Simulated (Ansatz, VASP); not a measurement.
Rh: VASP beside Ansatz

```
Rh
1.0
     0.00000    2.19518    1.42687
     2.19518    0.00000    1.42687
     2.19518    2.19518    0.00000
Rh
1
Direct
  0.00000 0.00000 0.00000
```

Alike in both runs: task single point; functional LDA; k mesh 24 × 24 × 24; occupations gaussian, width 0.15 eV; no spin polarisation.

```csv
,VASP,Ansatz
version,VASP 6.6.1,Ansatz 0.2.0
potentials or method,"VASP PAW LDA potentials, release 64 (Rh_pv), cutoff 520 eV","scalar-relativistic, plane waves, PAW"
valence electrons in the cell,15,17
```

Ansatz gave:

```
gap on the k mesh at the Fermi level (eV)                     : none
pressure (GPa)                                                : -4.3
traceless stress, the component that is largest in VASP (GPa) : -13.25
```

Problem. Which values does VASP return?

Solution. gap on the k mesh at the Fermi level (eV): none; pressure (GPa): -3.6; traceless stress, the component that is largest in VASP (GPa): -13.07.

LDA's correlation is that of Perdew and Zunger in VASP and of Perdew and Wang (1992) in Ansatz. A gap of «none» marks a metal or a gap that the smearing closes. VASP's potentials hold 15 valence electrons a cell and Ansatz's 17, so a difference there can come from the potentials and not from the codes.
